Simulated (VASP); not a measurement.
# SiC (F-43m) in VASP: further runs

SiC is run at these levels: r2SCAN, HSE06, PBE; tasks: relaxation of cell and atoms, single point.

Program: VASP 6.6.1. These are calculated values, not measurements. Logs are shortened: lines on timing, memory, paths and dates and some standing lists are left out, and cuts for length are marked.

## (1) The cell of the first run

It takes space group F-43m (No. 216, cubic). Conventional cell: a = 4.380 Å, b = 4.380 Å, c = 4.380 Å, α = 90.00°, β = 90.00°, γ = 90.00°. Si (site symmetry -43m) has 4 C at 1.90 Å within 2.5 Å. Within 2.5 Å of C (site symmetry -43m) lie 4 Si at 1.90 Å.

## (2) Relaxation of cell and atoms, r2SCAN

The input, POSCAR:

```
SiC
1.0
    0.0000000000      2.1898629696      2.1898629696
    2.1898629696      0.0000000000      2.1898629696
    2.1898629696      2.1898629696      0.0000000000
Si C
1 1
Direct
    0.2500000000      0.2500000000      0.2500000000
    0.0000000000      0.0000000000      0.0000000000
```

The input, INCAR.step1:

```
ALGO = Normal ; EDIFF = 1E-4
ENCUT = 600 ; GGA = PE
ISMEAR = -1 ; LASPH = T
LCHARG = F ; LREAL = F
LWAVE = T ; NELM = 100
PREC = Accurate ; SIGMA = 0.02
```

The input, INCAR.step2:

```
ALGO = Normal ; EDIFF = 1E-7
EDIFFG = -0.005 ; ENCUT = 600
IBRION = 2 ; ISIF = 3
ISMEAR = -1 ; ISTART = 1
LASPH = T ; LCHARG = F
LMIXTAU = T ; LREAL = F
LWAVE = F ; METAGGA = R2SCAN
NELM = 100 ; NSW = 80
PREC = Accurate ; SIGMA = 0.02
```

The input, KPOINTS:

```
k-points
0
Gamma
  10 10 10
```

Potentials or basis: VASP PAW PBE potentials, release 64 (Si, C).

On the command line:

```bash
> cat potpaw_PBE.64/Si/POTCAR potpaw_PBE.64/C/POTCAR > POTCAR
> cp INCAR.step1 INCAR
> mpirun -np 1 vasp_std > vasp.out
> cp INCAR.step2 INCAR
> mpirun -np 1 vasp_std > vasp.out
```

OUTCAR:

```text
EDIFF = 1E-7
   EDIFFG = -0.005
   ENCUT = 600
   IBRION = 2
   ISIF = 3
   ISMEAR = -1
   ISTART = 1
   LASPH = T
   LREAL = F
   METAGGA = R2SCAN
   NELM = 100
   NSW = 80
   PREC = Accurate

 ion  position               nearest neighbor table
   1  0.250  0.250  0.250-   2 1.90   2 1.90   2 1.90   2 1.90
   2  0.000  0.000  0.000-   1 1.90   1 1.90   1 1.90   1 1.90

  LATTYP: Found a face centered cubic cell.
 ALAT       =     4.3797259392

  Lattice vectors:

 A1 = (   0.0000000000,   2.1898629696,   2.1898629696)
 A2 = (   2.1898629696,   0.0000000000,   2.1898629696)
 A3 = (   2.1898629696,   2.1898629696,   0.0000000000)

Analysis of symmetry for initial positions (statically):
=====================================================================
 Subroutine PRICEL returns:
 Original cell was already a primitive cell.

 Routine SETGRP: Setting up the symmetry group for a
 face centered cubic supercell.

 Subroutine GETGRP returns: Found 24 space group operations
 (whereof 24 operations were pure point group operations)
 out of a pool of 48 trial point group operations.

The static configuration has the point symmetry T_d .

Analysis of symmetry for dynamics (positions and initial velocities):
=====================================================================
 Subroutine PRICEL returns:
 Original cell was already a primitive cell.

 Routine SETGRP: Setting up the symmetry group for a
 face centered cubic supercell.

 Subroutine GETGRP returns: Found 24 space group operations
 (whereof 24 operations were pure point group operations)
 out of a pool of 48 trial point group operations.

The dynamic configuration has the point symmetry T_d .

 Subroutine INISYM returns: Found 24 space group operations
 (whereof 24 operations are pure point group operations),
 and found     1 'primitive' translations

----------------------------------------------------------------------------------------

                                     Primitive cell

  volume of cell :      21.0030

  direct lattice vectors                    reciprocal lattice vectors
     0.000000000  2.189862970  2.189862970    -0.228324789  0.228324789  0.228324789
     2.189862970  0.000000000  2.189862970     0.228324789 -0.228324789  0.228324789
     2.189862970  2.189862970  0.000000000     0.228324789  0.228324789 -0.228324789

  length of vectors
     3.096933911  3.096933911  3.096933911     0.395470135  0.395470135  0.395470135

  position of ions in fractional coordinates (direct lattice)
[... 89 lines left out ...]
   PSTRESS=    0.0 pullay stress
   NELECT =       8.0000    total number of electrons
   NUPDOWN=      -1.0000    fix difference up-down
   EMIN   =  10.00;   EMAX   =-10.00  energy-range for DOS
   EFERMI =   0.00;   METHOD = LEGACY
   ISMEAR =    -1;   SIGMA  =   0.02  broadening in eV -4-tet -1-fermi 0-gaus
   EFERMI_NEDOS =   21; number of points for ismear=-14 and -15
   IALGO  =     38    algorithm
   IMIX   =      4    mixing-type and parameters
     AMIX     =   0.40;   BMIX     =  1.00
     AMIX_MAG =   1.60;   BMIX_MAG =  1.00
  volume/ion in A,a.u.               =      10.50        70.87
  Fermi-wavevector in a.u.,A,eV,Ry     =   1.186710  2.242556 19.160817  1.408280
  Thomas-Fermi vector in A             =   2.322877
   LORBIT       =      0    0 simple, 1 ext, 2 COOP (PROOUT), +10 PAW based schemes
   METAGGA = R2SCAN    functional components
   LHFCALC =     F    Hartree Fock is set to
   AEXX    =    0.0000 exact exchange contribution
   IVDW    =     0    specifies the selected vdW correction
   LEPSILON=     F    determine dielectric tensor
   LRPA    =     F    only Hartree local field effects (RPA)
 conjugate gradient relaxation of ions
 non-spin polarized calculation
  energy-cutoff  :      600.00
  volume of cell :       21.00
 maximum number of plane-waves:       725
 NGX is ok and might be reduce to    28
   NGX = 13   NGY = 13   NGZ = 13

--------------------------------------- Ionic step        1  -------------------------------------------

 number of electron       8.0000000 magnetization

 Free energy of the ion-electron system (eV)
  ---------------------------------------------------
  ext. energy  EPLUGINS =         0.00000000
  ---------------------------------------------------
  free energy    TOTEN  =       -19.32491042 eV

  energy without entropy =      -19.32491042  energy(sigma->0) =      -19.32491042

------------------------ aborting loop because EDIFF is reached ----------------------------------------

  FORCE on cell =-STRESS in cart. coord.  units (eV):
  Direction    XX          YY          ZZ          XY          YZ          ZX
  --------------------------------------------------------------------------------------
  -------------------------------------------------------------------------------------
  Total       -0.5078726     -0.5078726     -0.5078726     -0.0000000      0.0000000      0.0000000
  in kB      -38.7422227    -38.7422227    -38.7422227     -0.0000000      0.0000000      0.0000000
  external PRESSURE =     -38.7422227 kB  Pullay stress =       0.0000000 kB
[... 59 lines left out ...]
--------------------------------------- Ionic step        3  -------------------------------------------

 number of electron       8.0000000 magnetization

 Free energy of the ion-electron system (eV)
  ---------------------------------------------------
  ext. energy  EPLUGINS =         0.00000000
  ---------------------------------------------------
  free energy    TOTEN  =       -19.32942384 eV

  energy without entropy =      -19.32942384  energy(sigma->0) =      -19.32942384

 E-fermi :   8.4160     XC(G=0): -11.9463

 val. band max:        8.0111805082   @ k =   0.0000   0.0000   0.0000
 cond. band min:       9.7354567553   @ k =   0.5000   0.5000   0.0000
 fundamental gap:      1.7242762471
 Fermi energy:         8.4160216370

 k-point     1 :       0.0000    0.0000    0.0000
  band No.  band energies     occupation
      1      -8.1892      2.00000
      2       8.0112      2.00000
      3       8.0112      2.00000
      4       8.0112      2.00000
      5      14.8793      0.00000
      6      15.8816      0.00000
      7      15.8816      0.00000
      8      15.8816      0.00000
[... 243 lines left out ...]
 k-point    24 :       0.4000    0.3000    0.0000
  band No.  band energies     occupation
      1      -4.9479      2.00000
      2       2.1727      2.00000
      3       4.7348      2.00000
      4       5.2614      2.00000
      5      11.3120      0.00000
      6      14.1855      0.00000
      7      20.5408      0.00000
      8      20.8418      0.00000

 [... further k-points ...]
[... 5 lines left out ...]
  --------------------------------------------------------------------------------------
  -------------------------------------------------------------------------------------
  Total       -0.0015921     -0.0015921     -0.0015921     -0.0000000      0.0000000     -0.0000000
  in kB       -0.1236102     -0.1236102     -0.1236102     -0.0000000      0.0000000     -0.0000000
  external PRESSURE =      -0.1236102 kB  Pullay stress =       0.0000000 kB
[... 17 lines left out ...]
  FREE ENERGIE OF THE ION-ELECTRON SYSTEM (eV)
  ---------------------------------------------------
  free  energy   TOTEN  =       -19.3294238386 eV

  energy  without entropy=      -19.3294238386  energy(sigma->0) =      -19.32942384

 reached required accuracy - stopping structural energy minimisation
```

OUTCAR.step1:

```text
EDIFF = 1E-4
   ENCUT = 600
   GGA = PE
   ISMEAR = -1
   LASPH = T
   LREAL = F
[... 483 lines left out ...]
 -----------------------------------------------------------------------------------
      1.09493      1.09493      1.09493         0.000000     -0.000000     -0.000000
      0.00000      0.00000      0.00000        -0.000000      0.000000      0.000000
 -----------------------------------------------------------------------------------
    total drift:                                0.000000      0.000000      0.000000

  FREE ENERGIE OF THE ION-ELECTRON SYSTEM (eV)
  ---------------------------------------------------
  free  energy   TOTEN  =       -15.0621877073 eV

  energy  without entropy=      -15.0621877073  energy(sigma->0) =      -15.06218771
```

Run time: 84 s. Hardware: 1 thread of Intel Xeon 6975P-C (Granite Rapids), shared host; peak memory 0.16 GiB.

Results:

```
Free energy                            : -19.3294 eV
Relaxed volume                         : 10.32 Å³/atom
Relaxed cell                           : a = 3.079 Å, b = 3.079 Å, c = 3.079 Å, α = 60.00°, β = 60.00°, γ = 60.00°
Space group after relaxing (to 0.05 Å) : F-43m (No. 216)
Energy gained by relaxing              : 2.3 meV/atom
Ionic steps                            : 3
Pressure after relaxing                : 0.0 GPa
Band gap on the k mesh                 : 1.72 eV, indirect (least direct gap 5.06 eV)
```

Step by step:
| step | energy change (eV) | largest force (eV/Å) | pressure (GPa) | volume (Å³) |
| --- | --- | --- | --- | --- |
| 1 | 0.0000 | 0.0000 | -3.87 | 21.00 |
| 2 | 0.0010 | 0.0000 | 4.55 | 20.24 |
| 3 | -0.0045 | 0.0000 | -0.01 | 20.64 |

Final structure:
```
Si C
1.0
     0.00000    2.17704    2.17704
     2.17704    0.00000    2.17704
     2.17704    2.17704    0.00000
Si C
1 1
Cartesian
  1.0885 1.0885 1.0885
  0.0000 0.0000 0.0000
```

Caveat: the PAW data sets were made with another functional, which shifts forces and pressure a little.

## (3) Single point, HSE06

This run uses another cell than the first one, of 10.28 Å³/atom, 0.979 times its volume.

The input, POSCAR:

```
SiC
1.0
    0.0000000000      2.1746506943      2.1746506943
    2.1746506943      0.0000000000      2.1746506943
    2.1746506943      2.1746506943      0.0000000000
Si C
1 1
Direct
    0.2500000000      0.2500000000      0.2500000000
    0.0000000000      0.0000000000      0.0000000000
```

The input, INCAR.step1:

```
SYSTEM = SiC
  PREC = Accurate
  ENCUT = 520
  EDIFF = 1E-5
  ISMEAR = -1
  SIGMA = 0.02
  LREAL = .False.
  LASPH = .True.
  NELM = 100
  ALGO = Normal
  ISIF = 2
  LWAVE = .True.
  LCHARG = .False.
  NBANDS = 11
  GGA = PE
```

The input, INCAR.step2:

```
SYSTEM = SiC
  PREC = Accurate
  ENCUT = 520
  EDIFF = 1E-6
  ISMEAR = -1
  SIGMA = 0.02
  LREAL = .False.
  LASPH = .True.
  NELM = 100
  ALGO = Normal
  ISIF = 2
  LWAVE = .False.
  LCHARG = .False.
  GGA = PE
  LHFCALC = .True.
  HFSCREEN = 0.2079
  PRECFOCK = Normal
  NBANDS = 11
  ISTART = 1
```

The input, KPOINTS:

```
Automatic mesh
0
Gamma
  6 6 6
  0 0 0
```

Potentials or basis: VASP PAW PBE potentials, release 64 (Si, C).

On the command line:

```bash
> cat potpaw_PBE.64/Si/POTCAR potpaw_PBE.64/C/POTCAR > POTCAR
> cp INCAR.step1 INCAR
> mpirun -np 1 vasp_std > vasp.out
> cp INCAR.step2 INCAR
> mpirun -np 1 vasp_std > vasp.out
```

OUTCAR:

```text
SYSTEM = SiC
   PREC = Accurate
   ENCUT = 520
   EDIFF = 1E-6
   ISMEAR = -1
   LREAL = .False.
   LASPH = .True.
   NELM = 100
   ISIF = 2
   GGA = PE
   LHFCALC = .True.
   HFSCREEN = 0.2079
   PRECFOCK = Normal
   ISTART = 1

 ion  position               nearest neighbor table
   1  0.250  0.250  0.250-   2 1.88   2 1.88   2 1.88   2 1.88
   2  0.000  0.000  0.000-   1 1.88   1 1.88   1 1.88   1 1.88

  LATTYP: Found a face centered cubic cell.
 ALAT       =     4.3493013886

  Lattice vectors:

 A1 = (   0.0000000000,   2.1746506943,   2.1746506943)
 A2 = (   2.1746506943,   0.0000000000,   2.1746506943)
 A3 = (   2.1746506943,   2.1746506943,   0.0000000000)

Analysis of symmetry for initial positions (statically):
=====================================================================
 Subroutine PRICEL returns:
 Original cell was already a primitive cell.

 Routine SETGRP: Setting up the symmetry group for a
 face centered cubic supercell.

 Subroutine GETGRP returns: Found 24 space group operations
 (whereof 24 operations were pure point group operations)
[... 171 lines left out ...]
      1      -9.4750      2.00000
      2       7.5601      2.00000
      3       7.5601      2.00000
      4       7.5601      2.00000
      5      15.1716      0.00000
      6      16.1897      0.00000
      7      16.1897      0.00000
      8      16.1897      0.00000
      9      23.6776      0.00000
     10      23.6776      0.00000
     11      25.6322      0.00000
[... 197 lines left out ...]
 k-point    16 :      -0.3333    0.5000    0.1667
  band No.  band energies     occupation
      1      -3.8535      2.00000
      2      -0.4292      2.00000
      3       2.6202      2.00000
      4       2.8087      2.00000
      5      12.5929      0.00000
      6      15.9239      0.00000
      7      20.0305      0.00000
      8      21.4857      0.00000
      9      23.7360      0.00000
     10      27.1878      0.00000
     11      30.8515      0.00000

------------------------ aborting loop because EDIFF is reached ----------------------------------------

  FORCE on cell =-STRESS in cart. coord.  units (eV):
  Direction    XX          YY          ZZ          XY          YZ          ZX
  --------------------------------------------------------------------------------------
  -------------------------------------------------------------------------------------
  Total       -0.0523476     -0.0523476     -0.0523476      0.0000000      0.0000000      0.0000000
  in kB       -4.0776402     -4.0776402     -4.0776402      0.0000000      0.0000000      0.0000000
  external PRESSURE =      -4.0776402 kB  Pullay stress =       0.0000000 kB

 VOLUME and BASIS-vectors are now :
 -----------------------------------------------------------------------------
  energy-cutoff  :      520.00
  volume of cell :       20.57
      direct lattice vectors                 reciprocal lattice vectors
     0.000000000  2.174650694  2.174650694    -0.229921983  0.229921983  0.229921983
     2.174650694  0.000000000  2.174650694     0.229921983 -0.229921983  0.229921983
     2.174650694  2.174650694  0.000000000     0.229921983  0.229921983 -0.229921983

 POSITION                                       TOTAL-FORCE (eV/Angst)
 -----------------------------------------------------------------------------------
      1.08733      1.08733      1.08733        -0.000000     -0.000000     -0.000000
      0.00000      0.00000      0.00000         0.000000      0.000000      0.000000
 -----------------------------------------------------------------------------------
    total drift:                               -0.000000     -0.000000     -0.000000

  FREE ENERGIE OF THE ION-ELECTRON SYSTEM (eV)
  ---------------------------------------------------
  free  energy   TOTEN  =       -17.4158451220 eV

  energy  without entropy=      -17.4158451220  energy(sigma->0) =      -17.41584512
```

OUTCAR.step1:

```text
SYSTEM = SiC
   PREC = Accurate
   ENCUT = 520
   EDIFF = 1E-5
   ISMEAR = -1
   LREAL = .False.
[... 434 lines left out ...]
      1.08733      1.08733      1.08733        -0.000000      0.000000      0.000000
      0.00000      0.00000      0.00000         0.000000     -0.000000     -0.000000
 -----------------------------------------------------------------------------------
    total drift:                               -0.000000     -0.000000     -0.000000

  FREE ENERGIE OF THE ION-ELECTRON SYSTEM (eV)
  ---------------------------------------------------
  free  energy   TOTEN  =       -15.0440201262 eV

  energy  without entropy=      -15.0440201262  energy(sigma->0) =      -15.04402013
```

OSZICAR.step1:

```text
N       E                     dE             d eps       ncg     rms          rms(c)
DAV:   1     0.179801892776E+01    0.17980E+01   -0.41012E+03   352   0.670E+02
DAV:   2    -0.163884018321E+02   -0.18186E+02   -0.17051E+02   463   0.102E+02
DAV:   3    -0.169215186648E+02   -0.53312E+00   -0.53227E+00   430   0.146E+01
DAV:   4    -0.169235034736E+02   -0.19848E-02   -0.19847E-02   399   0.114E+00
DAV:   5    -0.169235119078E+02   -0.84341E-05   -0.84340E-05   433   0.706E-02    0.888E+00
DAV:   6    -0.151039817982E+02    0.18195E+01   -0.64679E+00   391   0.114E+01    0.394E+00
DAV:   7    -0.150515407603E+02    0.52441E-01   -0.40069E-01   418   0.360E+00    0.180E+00
DAV:   8    -0.150437824204E+02    0.77583E-02   -0.20819E-02   391   0.957E-01    0.168E-01
DAV:   9    -0.150439063815E+02   -0.12396E-03   -0.15574E-03   432   0.228E-01    0.114E-01
DAV:  10    -0.150440182465E+02   -0.11186E-03   -0.23652E-04   391   0.933E-02    0.252E-02
DAV:  11    -0.150440201262E+02   -0.18798E-05   -0.41065E-05   421   0.331E-02
   1 F= -.15044020E+02 E0= -.15044020E+02  d E =-.215653E-11
```

Wall time 3.1 min (1 thread of Intel Xeon 6975P-C (Granite Rapids), shared host); peak memory 0.24 GiB.

Results:

```
Free energy            : -17.4158 eV
Pressure               : -0.4 GPa
Band gap on the k mesh : 2.23 eV, indirect (least direct gap 5.74 eV)
```

Levels at points of the mesh, in eV from the valence-band top:
```tsv
k point	band 1	band 2	band 3	band 4	band 5	band 6	band 7	band 8	band 9
(0.00, 0.00, 0.00)	-17.04	0.00	0.00	0.00	7.61	8.63	8.63	8.63	16.12
(0.50, 0.00, 0.00)	-13.16	-9.39	-1.16	-1.16	6.69	8.50	8.50	11.59	17.97
(0.50, 0.50, 0.00)	-11.59	-8.56	-3.51	-3.51	2.23	5.39	16.01	16.01	16.83
```

Caveat: the PAW data sets were made with another functional, which shifts forces and pressure a little. A k mesh can miss the band edges.

## (4) Relaxation of cell and atoms, HSE06

This run uses another cell than the first one, of 10.33 Å³/atom, 0.984 times its volume.

The input, POSCAR:

```
SiC
1.0
    0.0000000000      2.1780504216      2.1780504216
    2.1780504216      0.0000000000      2.1780504216
    2.1780504216      2.1780504216      0.0000000000
Si C
1 1
Direct
    0.2500000000      0.2500000000      0.2500000000
    0.0000000000      0.0000000000      0.0000000000
```

The input, INCAR.step1:

```
ALGO = Normal
EDIFF = 1E-5
ENCUT = 600
GGA = PE
ISMEAR = -1
LASPH = T
LCHARG = F
LREAL = F
LWAVE = T
NBANDS = 11
NELM = 60
PREC = Accurate
SIGMA = 0.02
```

The input, INCAR.step2:

```
ALGO = Normal
EDIFF = 1E-7
EDIFFG = -0.005
ENCUT = 600
GGA = PE
HFSCREEN = 0.2079
IBRION = 2
ISIF = 3
ISMEAR = -1
ISTART = 1
LASPH = T
LCHARG = F
LHFCALC = T
LREAL = F
LWAVE = F
NELM = 60
NSW = 80
PREC = Accurate
PRECFOCK = Normal
SIGMA = 0.02
```

The input, KPOINTS:

```
k-points
0
Gamma
  6 6 6
```

On the command line:

```bash
> cat potpaw_PBE.64/Si/POTCAR potpaw_PBE.64/C/POTCAR > POTCAR
> cp INCAR.step1 INCAR
> mpirun -np 1 vasp_std > vasp.out
> cp INCAR.step2 INCAR
> mpirun -np 1 vasp_std > vasp.out
```

Wall time 11 min (1 thread of Intel Xeon 6975P-C (Granite Rapids), shared host); peak memory 0.26 GiB.

Results (log left out):

| Property | Result |
| --- | --- |
| Free energy | -17.4178 eV |
| Relaxed volume | 10.26 Å³/atom |
| Relaxed cell | a = 3.073 Å, b = 3.073 Å, c = 3.073 Å, α = 60.00°, β = 60.00°, γ = 60.00° |
| Space group after relaxing (to 0.05 Å) | F-43m (No. 216) |
| Energy gained by relaxing | 0.4 meV/atom |
| Ionic steps | 3 |
| Pressure after relaxing | 0.0 GPa |
| Band gap on the k mesh | 2.23 eV, indirect (least direct gap 5.74 eV) |

Step by step:
```tsv
step	energy change (eV)	largest force (eV/Å)	pressure (GPa)	volume (Å³)
1	0.0000	0.0000	-1.63	20.66
2	0.0002	0.0000	1.91	20.35
3	-0.0007	0.0000	0.00	20.52
```

Final structure:
```
Si C
1.0
     0.00000    2.17291    2.17291
     2.17291    0.00000    2.17291
     2.17291    2.17291    0.00000
Si C
1 1
Direct
  0.25000 0.25000 0.25000
  0.00000 0.00000 0.00000
```

Levels at points of the mesh, in eV from the valence-band top:
```tsv
k point	band 2	band 3	band 4	band 5	band 6	band 7
(0.00, 0.00, 0.00)	0.00	0.00	0.00	7.64	8.65	8.65
(0.50, 0.00, 0.00)	-9.40	-1.16	-1.16	6.72	8.51	8.51
(0.50, 0.50, 0.00)	-8.57	-3.52	-3.52	2.23	5.40	16.04
```

Caveat: the PAW data sets were made with another functional, which shifts forces and pressure a little. A k mesh can miss the band edges.

[end of part 1 of 2]
